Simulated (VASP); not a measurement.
# ZnO (zincite) (P6_3mc) in VASP: a series of runs

Aim: see how the results for ZnO (zincite) move with the level of theory and the settings. Levels: BLYP+D3(BJ), LDA, PBE exchange alone. Tasks: single point.

Everything below comes from runs of VASP 6.6.1. Logs are shortened: lines on timing, memory, paths and dates and some standing lists are left out, and cuts for length are marked.

**Experimental background.**

From “Electronic structure of alkaline earth and post-transition metal oxides”, 2009, arxiv:0908.1581, for a bulk crystal of ZnO: band gap 3.37 eV.

How close the calculation comes is told below.

**1. The cell of the first run**

It takes space group P6_3mc (No. 186, hexagonal). The conventional cell has a = 3.292 Å, b = 3.292 Å, c = 5.274 Å, α = 90.00°, β = 90.00°, γ = 120.00°. Zn (site symmetry 3m) has 4 O at 2.00 Å within 2.6 Å. O (site symmetry 3m) has 4 Zn at 2.00 Å within 2.6 Å.

**2. Single point, BLYP+D3(BJ)**

The input, INCAR:

```
  AGGAC = 1.0
  AGGAX = 1.0
  ALDAC = 0.0
  ALDAX = 1.0
  ALGO = Normal
  EDIFF = 1E-6
  ENCUT = 520
  GGA = B5
  ISIF = 2
  ISMEAR = -1
  IVDW = 12
  LASPH = T
  LCHARG = F
  LREAL = F
  LWAVE = F
  NBANDS = 26
  NELM = 80
  PREC = Accurate
  SIGMA = 0.05
  VDW_A1 = 0.4298
  VDW_A2 = 4.2359
  VDW_S6 = 1.0
  VDW_S8 = 2.6996
```

The input, KPOINTS:

```
k-points
0
Gamma
  9 9 5
```

The input, POSCAR:

```
ZnO
1.0
    3.2920669561      0.0000000000      0.0000000000
   -1.6460334781      2.8510136149      0.0000000000
    0.0000000000      0.0000000000      5.2742130269
Zn O
2 2
Direct
    0.6666666667      0.3333333333      0.0000000000
    0.3333333333      0.6666666667      0.5000000000
    0.3333333333      0.6666666667      0.8790100000
    0.6666666667      0.3333333333      0.3790100000
```

Potentials or basis: VASP PAW PBE potentials, release 64 (Zn, O).

Launch:

```bash
$ cat potpaw_PBE.64/Zn/POTCAR potpaw_PBE.64/O/POTCAR > POTCAR
$ mpirun -np 1 vasp_std > vasp.out
```

OUTCAR:

```text
EDIFF = 1E-6
   ENCUT = 520
   GGA = B5
   ISIF = 2
   ISMEAR = -1
   IVDW = 12
   LASPH = T
   LREAL = F
   NELM = 80
   PREC = Accurate
 IVDW          = 12

 ion  position               nearest neighbor table
   1  0.667  0.333  0.000-   4 2.00   3 2.00   3 2.00   3 2.00
   2  0.333  0.667  0.500-   3 2.00   4 2.00   4 2.00   4 2.00
   3  0.333  0.667  0.879-   2 2.00   1 2.00   1 2.00   1 2.00
   4  0.667  0.333  0.379-   1 2.00   2 2.00   2 2.00   2 2.00

  LATTYP: Found a hexagonal cell.
 ALAT       =     3.2920669561
 C/A-ratio  =     1.6020977390

  Lattice vectors:

 A1 = (   3.2920669561,   0.0000000000,   0.0000000000)
 A2 = (  -1.6460334781,   2.8510136149,   0.0000000000)
 A3 = (   0.0000000000,   0.0000000000,   5.2742130269)

Analysis of symmetry for initial positions (statically):
=====================================================================
 Subroutine PRICEL returns:
 Original cell was already a primitive cell.

 Routine SETGRP: Setting up the symmetry group for a
 hexagonal supercell.

 Subroutine GETGRP returns: Found 12 space group operations
 (whereof  6 operations were pure point group operations)
 out of a pool of 24 trial point group operations.

The static configuration has the point symmetry C_3v.
 The point group associated with its full space group is C_6v.

Analysis of symmetry for dynamics (positions and initial velocities):
=====================================================================
 Subroutine PRICEL returns:
 Original cell was already a primitive cell.

 Routine SETGRP: Setting up the symmetry group for a
 hexagonal supercell.

 Subroutine GETGRP returns: Found 12 space group operations
 (whereof  6 operations were pure point group operations)
 out of a pool of 24 trial point group operations.

The dynamic configuration has the point symmetry C_3v.
 The point group associated with its full space group is C_6v.

 Subroutine INISYM returns: Found 12 space group operations
 (whereof  6 operations are pure point group operations),
 and found     1 'primitive' translations

----------------------------------------------------------------------------------------

                                     Primitive cell
[... 89 lines left out ...]
   ISPIN  =      1    spin polarized calculation?
   LNONCOLLINEAR =      F non collinear calculations
   LSORBIT =      F    spin-orbit coupling
   LASPH  =      T    aspherical Exc in radial PAW
   ENCUT  =  520.0 eV  38.22 Ry    6.18 a.u.   6.12  6.12  9.81*2*pi/ulx,y,z
   NELM   =     80;   NELMIN=  2; NELMDL= -5     # of ELM steps
   EDIFF  = 0.1E-05   stopping-criterion for ELM
   LREAL  =      F    real-space projection
   EDIFFG = 0.1E-04   stopping-criterion for IOM
   NSW    =      0    number of steps for IOM
   IBRION =     -1    ionic relax: 0-MD 1-quasi-New 2-CG
   NFREE  =      0    steps in history (QN), initial steepest desc. (CG)
   ISIF   =      2    stress and relaxation
   ISYM   =      2    0-nonsym 1-usesym 2-fastsym
   POTIM  = 0.5000    time-step for ionic-motion
   TEBEG  =    0.0;   TEEND  =   0.0 temperature during run
   PSTRESS=    0.0 pullay stress
   NELECT =      36.0000    total number of electrons
   NUPDOWN=      -1.0000    fix difference up-down
   EMIN   =  10.00;   EMAX   =-10.00  energy-range for DOS
   EFERMI =   0.00;   METHOD = LEGACY
   ISMEAR =    -1;   SIGMA  =   0.05  broadening in eV -4-tet -1-fermi 0-gaus
   EFERMI_NEDOS =   21; number of points for ismear=-14 and -15
   IALGO  =     38    algorithm
   IMIX   =      4    mixing-type and parameters
     AMIX     =   0.40;   BMIX     =  1.00
     AMIX_MAG =   1.60;   BMIX_MAG =  1.00
  volume/ion in A,a.u.               =      12.38        83.51
  Fermi-wavevector in a.u.,A,eV,Ry     =   1.472201  2.782057 29.488940  2.167376
  Thomas-Fermi vector in A             =   2.587244
   LORBIT       =      0    0 simple, 1 ext, 2 COOP (PROOUT), +10 PAW based schemes
   GGA     = B5    functional components
   LHFCALC =     F    Hartree Fock is set to
   AEXX    =    0.0000 exact exchange contribution
   IVDW    =    12    specifies the selected vdW correction
   LEPSILON=     F    determine dielectric tensor
   LRPA    =     F    only Hartree local field effects (RPA)
 non-spin polarized calculation
  energy-cutoff  :      520.00
  volume of cell :       49.50
 maximum number of plane-waves:      1362
   NGX = 13   NGY = 13   NGZ = 19

 number of electron      36.0000020 magnetization

 Free energy of the ion-electron system (eV)
  ---------------------------------------------------
  ext. energy  EPLUGINS =         0.00000000
  ---------------------------------------------------
  free energy    TOTEN  =       -16.46264809 eV

  energy without entropy =      -16.46264643  energy(sigma->0) =      -16.46264726

 E-fermi :   1.6340     XC(G=0): -10.2342

 val. band max:        1.1453706883   @ k =   0.0000   0.0000   0.0000
 cond. band min:       2.0367929420   @ k =   0.0000   0.0000   0.0000
 fundamental gap:      0.8914222537
 Fermi energy:         1.6339864941

 k-point     1 :       0.0000    0.0000    0.0000
  band No.  band energies     occupation
      1     -16.5067      2.00000
      2     -15.8368      2.00000
      3      -4.4033      2.00000
      4      -4.4033      2.00000
      5      -4.3700      2.00000
      6      -4.2170      2.00000
[... 685 lines left out ...]
     25      14.7916      0.00000
     26      15.3782      0.00000

 [... further k-points ...]

------------------------ aborting loop because EDIFF is reached ----------------------------------------

 Edisp (eV)   -1.84643

 E8    (eV) :    -1.2675

  FORCE on cell =-STRESS in cart. coord.  units (eV):
  Direction    XX          YY          ZZ          XY          YZ          ZX
  --------------------------------------------------------------------------------------
  -------------------------------------------------------------------------------------
  Total      -0.70005    -0.70005    -0.08320     0.00000     0.00000     0.00000
  in kB     -22.65764   -22.65764    -2.69268     0.00000     0.00000     0.00000
  external pressure =      -16.00 kB  Pullay stress =        0.00 kB

 VOLUME and BASIS-vectors are now :
 -----------------------------------------------------------------------------
  energy-cutoff  :      520.00
  volume of cell :       49.50
      direct lattice vectors                 reciprocal lattice vectors
     3.292066956  0.000000000  0.000000000     0.303760529  0.175376223  0.000000000
    -1.646033478  2.851013615  0.000000000     0.000000000  0.350752446  0.000000000
     0.000000000  0.000000000  5.274213027     0.000000000  0.000000000  0.189601746

 POSITION                                       TOTAL-FORCE (eV/Angst)
 -----------------------------------------------------------------------------------
      1.64603      0.95034      0.00000        -0.000000     -0.000000     -0.053415
     -0.00000      1.90068      2.63711         0.000000     -0.000000     -0.053415
     -0.00000      1.90068      4.63609         0.000000     -0.000000      0.053415
      1.64603      0.95034      1.99898        -0.000000      0.000000      0.053415
 -----------------------------------------------------------------------------------
    total drift:                               -0.000001     -0.000001      0.000255

  FREE ENERGIE OF THE ION-ELECTRON SYSTEM (eV)
  ---------------------------------------------------
  free  energy   TOTEN  =       -18.3090731785 eV

  energy  without entropy=      -18.3090715211  energy(sigma->0) =      -18.30907235
```

Run time: 22 s. Hardware: 1 thread of Intel Xeon 6975P-C (Granite Rapids), shared host; peak memory 0.19 GiB.

What came out:

```
Free energy                : -18.3091 eV
Pressure                   : -1.6 GPa
Largest force              : 0.053 eV/Å
Band gap on the k mesh     : 0.89 eV, direct
Dispersion energy per atom : -0.462 eV
```

Forces in eV/Å, atoms in the order of the input:
```
Zn   0.000  0.000 -0.053
Zn   0.000  0.000 -0.053
O    0.000  0.000  0.053
O    0.000  0.000  0.053
```

Stress tensor (GPa, compression positive):
```
-2.27  0.00  0.00
 0.00 -2.27  0.00
 0.00  0.00 -0.27
```

Caveat: the PAW data sets were made with another functional, which shifts forces and pressure a little.

**3. Single point, LDA**

The input, INCAR:

```
SYSTEM = ZnO
PREC = Accurate
ENCUT = 520
EDIFF = 1E-6
ISMEAR = -1
SIGMA = 0.05
LREAL = .False.
LASPH = .True.
NELM = 60
ALGO = Normal
ISIF = 2
LWAVE = .False.
LCHARG = .False.
NBANDS = 26
```

The input, KPOINTS:

```
Automatic mesh
0
Gamma
  9 9 5
  0 0 0
```

POSCAR is that of step 2.

Potentials or basis: VASP PAW LDA potentials, release 64 (Zn, O).

Launch:

```bash
$ cat potpaw_LDA.64/Zn/POTCAR potpaw_LDA.64/O/POTCAR > POTCAR
$ mpirun -np 1 vasp_std > vasp.out
```

It took 13 s on 1 thread of Intel Xeon 6975P-C (Granite Rapids), shared host; peak memory 0.16 GiB.

It converged, with:

| Item | Value |
| --- | --- |
| Free energy | -21.0224 eV |
| Pressure | -10.8 GPa |
| Largest force | 0.042 eV/Å |
| Band gap on the k mesh | 0.68 eV, direct |

Forces in eV/Å, atoms in the order of the input:
```
Zn   0.000  0.000 -0.042
Zn   0.000  0.000 -0.042
O    0.000  0.000  0.042
O    0.000  0.000  0.042
```

Stress tensor (GPa, compression positive):
```
-11.37   0.00   0.00
  0.00 -11.37   0.00
  0.00   0.00  -9.76
```

Levels at points of the mesh, in eV from the valence-band top:
| k point | band 15 | band 16 | band 17 | band 18 | band 19 | band 20 | band 21 | band 22 |
| --- | --- | --- | --- | --- | --- | --- | --- | --- |
| (0.00, 0.00, 0.00) | -0.77 | -0.06 | 0.00 | 0.00 | 0.68 | 4.94 | 7.99 | 12.44 |

**4. Single point, LDA**

This run uses another cell than the first one, of 12.61 Å³/atom, 1.019 times its volume.

The input, INCAR:

```
SYSTEM = ZnO
ALGO     = Normal         ! electronic algorithm
EDIFF    = 1E-7           ! SCF threshold, eV
ENCUT    = 520            ! plane-wave cutoff, eV
GGA      = CA             ! functional
ISIF     = 2              ! what is computed and relaxed
ISMEAR   = -1             ! smearing method
LASPH    = .TRUE.         ! aspherical terms in the spheres
LCHARG   = .FALSE.        ! write CHGCAR
LREAL    = .FALSE.        ! projectors in reciprocal space
LWAVE    = .FALSE.        ! write WAVECAR
NBANDS   = 26             ! bands
NELM     = 60             ! most SCF steps
PREC     = Accurate       ! precision mode
SIGMA    = 0.05           ! smearing width, eV
```

The input, KPOINTS:

```
k-points
0
G
  9 9 5
  0 0 0
```

The input, POSCAR:

```
ZnO
1.0
    3.3130361008      0.0000000000      0.0000000000
   -1.6565180504      2.8691734269      0.0000000000
    0.0000000000      0.0000000000      5.3078076462
Zn O
2 2
Direct
    0.6666666667      0.3333333333      0.0000000000
    0.3333333333      0.6666666667      0.5000000000
    0.3333333333      0.6666666667      0.8790100000
    0.6666666667      0.3333333333      0.3790100000
```

Launch:

```bash
$ cat potpaw_LDA.64/Zn/POTCAR potpaw_LDA.64/O/POTCAR > POTCAR
$ mpirun -np 1 vasp_std > vasp.out
```

Run time: 20 s. Hardware: 1 thread of Intel Xeon 6975P-C (Granite Rapids), shared host; peak memory 0.17 GiB.

Results (log left out):

- Free energy: -20.9530 eV
- Pressure: -12.8 GPa
- Largest force: 0.036 eV/Å
- Band gap on the k mesh: 0.65 eV, direct

Forces on the atoms (eV/Å):
```
Zn   0.000  0.000 -0.036
Zn   0.000  0.000 -0.036
O    0.000  0.000  0.036
O    0.000  0.000  0.036
```

Stress tensor (GPa, compression positive):
```
-13.33   0.00   0.00
  0.00 -13.33   0.00
  0.00   0.00 -11.83
```

Levels at points of the mesh, in eV from the valence-band top:
```tsv
k point	band 15	band 16	band 17	band 18	band 19	band 20	band 21	band 22
(0.00, 0.00, 0.00)	-0.75	-0.05	0.00	0.00	0.65	4.87	7.93	12.35
```

**5. Single point, PBE exchange alone**

This run uses another cell than the first one, of 13.90 Å³/atom, 1.123 times its volume.

The input, INCAR:

```
SYSTEM = ZnO
  AGGAC = 0.0
  ALDAC = 0.0
  ALGO = Normal
  EDIFF = 1E-6
  ENCUT = 520
  GGA = PE
  ISIF = 2
  ISMEAR = -1
  LASPH = .True.
  LCHARG = .False.
  LREAL = .False.
  LWAVE = .False.
  NBANDS = 26
  NELM = 100
  PREC = Accurate
  SIGMA = 0.05
```

The input, KPOINTS:

```
k-points
0
Gamma
  9 9 5
  0 0 0
```

The input, POSCAR:

```
ZnO
1.0
    3.4098936970      0.0000000000      0.0000000000
   -1.7049468485      2.9530545658      0.0000000000
    0.0000000000      0.0000000000      5.5227961142
Zn O
2 2
Direct
    0.6666666667      0.3333333333      0.0003503920
    0.3333333333      0.6666666667      0.5003503920
    0.3333333333      0.6666666667      0.8786596080
    0.6666666667      0.3333333333      0.3786596080
```

Potentials or basis: VASP PAW PBE potentials, release 64 (Zn, O).

Launch:

```bash
$ cat potpaw_PBE.64/Zn/POTCAR potpaw_PBE.64/O/POTCAR > POTCAR
$ mpirun -np 1 vasp_std > vasp.out
```

Run time: 22 s. Hardware: 1 thread of Intel Xeon 6975P-C (Granite Rapids), shared host; peak memory 0.19 GiB.

It converged, with:

| Quantity | Value |
| --- | --- |
| Free energy | -13.8416 eV |
| Pressure | 0.5 GPa |
| Band gap on the k mesh | 0.61 eV, direct |

Levels at points of the mesh, in eV from the valence-band top:
| k point | band 14 | band 15 | band 16 | band 17 | band 18 | band 19 | band 20 | band 21 | band 22 | band 23 |
| --- | --- | --- | --- | --- | --- | --- | --- | --- | --- | --- |
| (0.00, 0.00, 0.00) | -0.63 | -0.63 | -0.05 | 0.00 | 0.00 | 0.61 | 4.63 | 7.77 | 12.07 | 12.07 |

**6. Single point, LDA**

This run uses another cell than the first one, of 9.88 Å³/atom, 0.798 times its volume.

The input, INCAR:

```
PREC = Accurate
ENCUT = 520
EDIFF = 1E-6
ISMEAR = -1
SIGMA = 0.05
LREAL = F
LASPH = T
NELM = 60
ALGO = Normal
ISIF = 2
LWAVE = F
LCHARG = T
GGA = CA
LELF = T
LVHAR = T
NBANDS = 26
```

The input, KPOINTS:

```
Automatic mesh
0
Gamma
  7 7 4
```

The input, POSCAR:

```
ZnO
1.0
    3.0388959177      0.0000000000      0.0000000000
   -1.5194479589      2.6317610642      0.0000000000
    0.0000000000      0.0000000000      4.9403014947
Zn O
2 2
Direct
    0.6666666667      0.3333333333      0.0013180426
    0.3333333333      0.6666666667      0.5013180426
    0.3333333333      0.6666666667      0.8776919574
    0.6666666667      0.3333333333      0.3776919574
```

Potentials or basis: VASP PAW LDA potentials, release 64 (Zn, O).

Launch:

```bash
$ cat potpaw_LDA.64/Zn/POTCAR potpaw_LDA.64/O/POTCAR > POTCAR
$ mpirun -np 1 vasp_std > vasp.out
```

Wall time 26 s (1 thread of AMD EPYC 7R43 (Zen 3), shared host); peak memory 0.11 GiB.

The run converged. Its results:

```yaml
Free_energy: -20.6022 eV
Pressure: 32.4 GPa
Band_gap_on_the_k_mesh: 1.02 eV, direct
```

Stress tensor (GPa, compression positive):
```
32.37  0.00  0.00
 0.00 32.37  0.00
 0.00  0.00 32.45
```

Levels at points of the mesh, in eV from the valence-band top:
| k point | band 15 | band 16 | band 17 | band 18 | band 19 | band 20 | band 21 | band 22 |
| --- | --- | --- | --- | --- | --- | --- | --- | --- |
| (0.00, 0.00, 0.00) | -1.05 | -0.15 | 0.00 | 0.00 | 1.02 | 5.84 | 8.61 | 13.72 |
| (0.00, 0.00, 0.50) | -0.52 | -0.52 | -0.52 | -0.52 | 3.81 | 3.81 | 10.55 | 10.55 |

**7. Overview**

| level | potentials or basis | cell | k mesh | gap on the mesh (eV) | pressure (GPa) | largest force (eV/Å) |
| --- | --- | --- | --- | --- | --- | --- |
| BLYP+D3(BJ) | VASP PAW PBE potentials, release 64 (Zn, O) | a = 3.292, b = 3.292, c = 5.274 Å, angles 90.0, 90.0, 120.0°, 4 atoms | 9 × 9 × 5 | 0.89 | -1.6 | 0.05 |
| LDA | VASP PAW LDA potentials, release 64 (Zn, O) | a = 3.292, b = 3.292, c = 5.274 Å, angles 90.0, 90.0, 120.0°, 4 atoms | 9 × 9 × 5 | 0.68 | -10.8 | 0.04 |
| LDA | VASP PAW LDA potentials, release 64 (Zn, O) | a = 3.313, b = 3.313, c = 5.308 Å, angles 90.0, 90.0, 120.0°, 4 atoms | 9 × 9 × 5 | 0.65 | -12.8 | 0.04 |
| PBE exchange alone | VASP PAW PBE potentials, release 64 (Zn, O) | a = 3.410, b = 3.410, c = 5.523 Å, angles 90.0, 90.0, 120.0°, 4 atoms | 9 × 9 × 5 | 0.61 | 0.5 | - |
| LDA | VASP PAW LDA potentials, release 64 (Zn, O) | a = 3.039, b = 3.039, c = 4.940 Å, angles 90.0, 90.0, 120.0°, 4 atoms | 7 × 7 × 4 | 1.02 | 32.4 | - |

Alike in all rows: task single point; no spin polarisation; cutoff (eV) 520; smearing fermi-dirac 0.05 eV.

Caveats: the PAW data sets were made with another functional, which shifts forces and pressure a little (some runs).

Absolute energies hang on the potentials; compare differences alone.

**8. Against experiment**

Step 2. Measured gap of ZnO: 3.37 eV (quoted in “Electronic structure of alkaline earth and post-transition metal oxides”, 2009, arxiv:0908.1581). This calculation gives 0.89 eV (-2.48 eV). So large a miss can be the level of theory's own, or it may mean another phase, state or a wrong row. The value is that of BLYP+D3(BJ), without temperature or zero-point motion. Semilocal functionals fall short of measured gaps as a rule.

Step 5. Measured gap of ZnO: 3.37 eV (quoted in “Electronic structure of alkaline earth and post-transition metal oxides”, 2009, arxiv:0908.1581). This calculation gives 0.61 eV (-2.76 eV). So large a miss can be the level of theory's own, or it may mean another phase, state or a wrong row. The value is that of PBE exchange alone, without temperature or zero-point motion.
